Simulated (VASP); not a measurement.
Wanted: the native input for a VASP 6.6.1 run.

* Task: single point
* Functional: PBE
* Potentials or basis: VASP PAW PBE potentials, release 64 (Sn_d, O)
* Cutoff: 520 eV
* k mesh: 12 × 12 × 12
* Occupations: gaussian, width 0.05 eV
* Spin: no spin polarisation
* Dipole correction: no
* Further INCAR settings: ALGO = Normal; EDIFF = 1e-06; NBANDS = 20

The structure of SnO2 lies in POSCAR:

```
SnO2
1.0
    1.6450283737      0.9497575744      5.0042302243
   -1.6450283737      0.9497575744      5.0042302243
    0.0000000000     -1.8995151487      5.0042302243
Sn O
1 2
Direct
    0.5000000000      0.5000000000      0.5000000000
    0.2291218238      0.2291218238      0.2291218238
    0.7708781762      0.7708781762      0.7708781762
```

The input as run:

INCAR

```
ALGO = Normal
EDIFF = 1E-6
ENCUT = 520
GGA = PE
ISIF = 2
ISMEAR = 0
LASPH = T
LCHARG = T
LELF = T
LREAL = F
LVHAR = T
LWAVE = F
NBANDS = 20
NELM = 80
PREC = Accurate
SIGMA = 0.05
```

KPOINTS

```
k-points
0
Gamma
  12 12 12
```

Potentials or basis: VASP PAW PBE potentials, release 64 (Sn_d, O).

Run with:

```console
$ cat potpaw_PBE.64/Sn_d/POTCAR potpaw_PBE.64/O/POTCAR > POTCAR
$ mpirun -np 1 vasp_std > vasp.out
```

Results of the run:

- Pressure: 0.0 GPa
- Largest force: 0.622 eV/Å
- Band gap on the k mesh: 1.81 eV, indirect (least direct gap 2.16 eV)

Caveat: spin-orbit coupling is left out, which moves the levels of the heavy elements.

Wall time 120 s on 1 thread of Intel(R) Xeon(R) 6975P-C (Granite Rapids), with other jobs on the host, peak memory 0.34 GiB.
